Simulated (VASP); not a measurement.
# HfN (F-43m) in VASP: notebook, part 2 of 2

VASP 6.6.1. The steps go on from the part before.

### 5 Relaxation of cell and atoms, LDA

This run uses another cell than the first one, of 14.79 Å³/atom.

Input file INCAR:

```
SYSTEM = HfN
  ALGO = Normal
  EDIFF = 1E-7
  EDIFFG = -0.01
  ENCUT = 600
  GGA = CA
  GGA_COMPAT = .FALSE.
  IBRION = 2
  ISIF = 3
  ISMEAR = -1
  LASPH = .TRUE.
  LCHARG = .FALSE.
  LREAL = .FALSE.
  LWAVE = .FALSE.
  NELM = 120
  NELMIN = 4
  NSW = 80
  PREC = Accurate
  SIGMA = 0.15
```

Input file KPOINTS:

```
k-points
0
G
  10 10 10
  0 0 0
```

Input file POSCAR:

```
HfN
1.0
    0.0000000000      2.4548220000      2.4548220000
    2.4548220000      0.0000000000      2.4548220000
    2.4548220000      2.4548220000      0.0000000000
Hf N
1 1
Direct
    0.0000000000      0.0000000000      0.0000000000
    0.2500000000      0.2500000000      0.2500000000
```

Potentials or basis: VASP PAW LDA potentials, release 64 (Hf_pv, N).

Started as:

```console
$ cat potpaw_LDA.64/Hf_pv/POTCAR potpaw_LDA.64/N/POTCAR > POTCAR
$ mpirun -np 1 vasp_std > vasp.out
```

It took 21 s on 1 thread of Intel Xeon 6975P-C (Granite Rapids), shared host; peak memory 0.16 GiB.

Results (log left out):

```yaml
Free_energy: -23.0876 eV
Relaxed_volume: 14.07 Å³/atom
Relaxed_cell: a = 3.414 Å, b = 3.414 Å, c = 3.414 Å, α = 60.00°, β = 60.00°, γ = 60.00°
Space_group_after_relaxing_to_0.1_Å: F-43m (No. 216)
Energy_gained_by_relaxing: 23.1 meV/atom
Ionic_steps: 4
Pressure_after_relaxing: 0.0 GPa
Band_gap_on_the_k_mesh: zero (an odd number of electrons rules out a gap without spin polarisation)
```

Step by step:
```tsv
step	energy change (eV)	largest force (eV/Å)	pressure (GPa)	volume (Å³)
1	0.0000	0.0000	-9.85	29.59
2	0.0993	0.0000	21.98	25.86
3	-0.0463	0.0000	-0.28	28.18
4	-0.0463	0.0000	-0.03	28.15
```

Final structure:
```
CELL_PARAMETERS angstrom
0.00000 2.41435 2.41435
2.41435 0.00000 2.41435
2.41435 2.41435 0.00000
ATOMIC_POSITIONS crystal
Hf 0.00000 0.00000 0.00000
N 0.25000 0.25000 0.25000
```

Levels at points of the mesh, in eV from the Fermi level:
```tsv
k point	band 5	band 6	band 7	band 8	band 9	band 10
(0.00, 0.00, 0.00)	-5.68	-5.68	-5.68	-0.49	2.25	2.25
(0.50, 0.00, 0.00)	-5.76	-5.05	-5.05	1.64	2.80	2.80
(0.50, 0.50, 0.00)	-7.18	-3.62	-3.62	-1.12	2.26	4.18
```

Caveat: spin-orbit coupling is left out, which moves the levels of the heavy elements.

### 6 Relaxation of cell and atoms, BLYP+D3(BJ)

This run uses another cell than the first one, of 14.79 Å³/atom.

Input file INCAR:

```
SYSTEM = HfN
PREC     = Accurate       ! precision mode
ENCUT    = 600            ! plane-wave cutoff, eV
EDIFF    = 1E-7           ! SCF threshold, eV
ISMEAR   = -1             ! smearing method
SIGMA    = 0.15           ! smearing width, eV
LREAL    = .False.        ! projectors in reciprocal space
LASPH    = .True.         ! aspherical terms in the spheres
NELM     = 120            ! most SCF steps
ALGO     = Normal         ! electronic algorithm
ISIF     = 3              ! what is computed and relaxed
LWAVE    = .False.        ! write WAVECAR
LCHARG   = .False.        ! write CHGCAR
GGA      = B5             ! functional
ALDAX    = 1.0          
AGGAX    = 1.0          
AGGAC    = 1.0          
ALDAC    = 0.0          
IVDW     = 12             ! dispersion correction
VDW_S6   = 1.0          
VDW_S8   = 2.6996       
VDW_A1   = 0.4298       
VDW_A2   = 4.2359       
IBRION   = 2              ! ionic algorithm
NSW      = 80             ! ionic steps
EDIFFG   = -0.01          ! ionic threshold
GGA_COMPAT= .False.      
NELMIN   = 4
```

Input file KPOINTS:

```
Automatic mesh
0
Gamma
  10 10 10
  0 0 0
```

POSCAR is that of step 5.

Potentials or basis: VASP PAW PBE potentials, release 64 (Hf_pv, N).

Started as:

```console
$ cat potpaw_PBE.64/Hf_pv/POTCAR potpaw_PBE.64/N/POTCAR > POTCAR
$ mpirun -np 1 vasp_std > vasp.out
```

Run time: 33 s. Hardware: 1 thread of Intel Xeon 6975P-C (Granite Rapids), shared host; peak memory 0.18 GiB.

Results (log left out):

```
Free energy                           : -21.1858 eV
Relaxed volume                        : 14.61 Å³/atom
Relaxed cell                          : a = 3.457 Å, b = 3.457 Å, c = 3.457 Å, α = 60.00°, β = 60.00°, γ = 60.00°
Space group after relaxing (to 0.1 Å) : F-43m (No. 216)
Energy gained by relaxing             : 1.4 meV/atom
Ionic steps                           : 3
Pressure after relaxing               : 0.0 GPa
Band gap on the k mesh                : zero (an odd number of electrons rules out a gap without spin polarisation)
Dispersion energy per atom            : -0.711 eV
```

The path:
```csv
step,energy change (eV),largest force (eV/Å),pressure (GPa),volume (Å³)
1,0.0000,0.0000,-2.44,29.59
2,0.0046,0.0000,4.18,28.63
3,-0.0028,0.0000,-0.02,29.22
```

Final structure:
```
CELL_PARAMETERS angstrom
0.00000 2.44460 2.44460
2.44460 0.00000 2.44460
2.44460 2.44460 0.00000
ATOMIC_POSITIONS crystal
Hf 0.00000 0.00000 0.00000
N 0.25000 0.25000 0.25000
```

Levels at points of the mesh, in eV from the Fermi level:
| k point | band 3 | band 4 | band 5 | band 6 | band 7 | band 8 | band 9 | band 10 | band 11 |
| --- | --- | --- | --- | --- | --- | --- | --- | --- | --- |
| (0.00, 0.00, 0.00) | -31.05 | -16.20 | -5.57 | -5.57 | -5.57 | -0.55 | 2.15 | 2.16 | 6.56 |
| (0.50, 0.00, 0.00) | -31.12 | -15.12 | -5.69 | -4.97 | -4.97 | 1.50 | 2.69 | 2.69 | 4.55 |
| (0.50, 0.50, 0.00) | -31.22 | -14.75 | -6.93 | -3.67 | -3.67 | -1.11 | 2.22 | 3.95 | 4.61 |

Caveat: the PAW data sets were made with another functional, which shifts forces and pressure a little; spin-orbit coupling is left out, which moves the levels of the heavy elements.

### 7 Relaxation of cell and atoms, PBEsol

This run uses another cell than the first one, of 14.79 Å³/atom.

Input file INCAR:

```
SYSTEM = HfN
ALGO = Normal ; EDIFF = 1E-7
EDIFFG = -0.01 ; ENCUT = 600
GGA = PS ; GGA_COMPAT = .False.
IBRION = 2 ; ISIF = 3
ISMEAR = -1 ; LASPH = .True.
LCHARG = .False. ; LREAL = .False.
LWAVE = .False. ; NELM = 120
NELMIN = 4 ; NSW = 80
PREC = Accurate ; SIGMA = 0.15
```

Input file KPOINTS:

```
k-points
0
Gamma
  10 10 10
  0 0 0
```

POSCAR is that of step 6.

Started as:

```console
$ cat potpaw_PBE.64/Hf_pv/POTCAR potpaw_PBE.64/N/POTCAR > POTCAR
$ mpirun -np 1 vasp_std > vasp.out
```

Wall time 21 s (1 thread of Intel Xeon 6975P-C (Granite Rapids), shared host); peak memory 0.18 GiB.

It converged, with:

```
Free energy                           : -22.2956 eV
Relaxed volume                        : 14.36 Å³/atom
Relaxed cell                          : a = 3.438 Å, b = 3.438 Å, c = 3.438 Å, α = 60.00°, β = 60.00°, γ = 60.00°
Space group after relaxing (to 0.1 Å) : F-43m (No. 216)
Energy gained by relaxing             : 8.2 meV/atom
Ionic steps                           : 3
Pressure after relaxing               : -0.1 GPa
Band gap on the k mesh                : zero (an odd number of electrons rules out a gap without spin polarisation)
```

Step by step:
```csv
step,energy change (eV),largest force (eV/Å),pressure (GPa),volume (Å³)
1,0.0000,0.0000,-5.86,29.59
2,0.0306,0.0000,11.38,27.33
3,-0.0164,0.0000,-0.08,28.72
```

Final structure:
```
CELL_PARAMETERS angstrom
0.00000 2.43073 2.43073
2.43073 0.00000 2.43073
2.43073 2.43073 0.00000
ATOMIC_POSITIONS crystal
Hf 0.00000 0.00000 0.00000
N 0.25000 0.25000 0.25000
```

Levels at points of the mesh, in eV from the Fermi level:
```tsv
k point	band 5	band 6	band 7	band 8	band 9	band 10
(0.00, 0.00, 0.00)	-5.58	-5.58	-5.58	-0.65	2.28	2.28
(0.50, 0.00, 0.00)	-5.78	-4.97	-4.97	1.60	2.80	2.80
(0.50, 0.50, 0.00)	-7.08	-3.62	-3.62	-1.15	2.24	4.17
```

Caveat: the PAW data sets were made with another functional, which shifts forces and pressure a little; spin-orbit coupling is left out, which moves the levels of the heavy elements.

### 8 Overview

```csv
task,level,potentials or basis,cell,gap on the mesh (eV),pressure (GPa),relaxed volume (Å³/atom)
single point,LDA,"VASP PAW LDA potentials, release 64 (Hf_pv, N)","a = 3.415 Å, angles 60.0°, 2 atoms",none,-0.2,-
single point,PBEsol,"VASP PAW PBE potentials, release 64 (Hf_pv, N)","a = 3.442 Å, angles 60.0°, 2 atoms",none,-0.9,-
single point,BLYP+D3(BJ),"VASP PAW PBE potentials, release 64 (Hf_pv, N)","a = 3.461 Å, angles 60.0°, 2 atoms",none,-0.6,-
relaxation of cell and atoms,LDA,"VASP PAW LDA potentials, release 64 (Hf_pv, N)","relaxed from a = 3.472 Å, angles 60.0°, 2 atoms",none,0.0,14.07
relaxation of cell and atoms,BLYP+D3(BJ),"VASP PAW PBE potentials, release 64 (Hf_pv, N)","relaxed from a = 3.472 Å, angles 60.0°, 2 atoms",none,0.0,14.61
relaxation of cell and atoms,PBEsol,"VASP PAW PBE potentials, release 64 (Hf_pv, N)","relaxed from a = 3.472 Å, angles 60.0°, 2 atoms",none,-0.1,14.36
```

Alike in all rows: no spin polarisation; k mesh 10 × 10 × 10; cutoff (eV) 600; smearing fermi-dirac 0.15 eV.

Caveats: spin-orbit coupling is left out, which moves the levels of the heavy elements; the PAW data sets were made with another functional, which shifts forces and pressure a little (at least some runs).

Absolute energies hang on the potentials; compare differences alone.
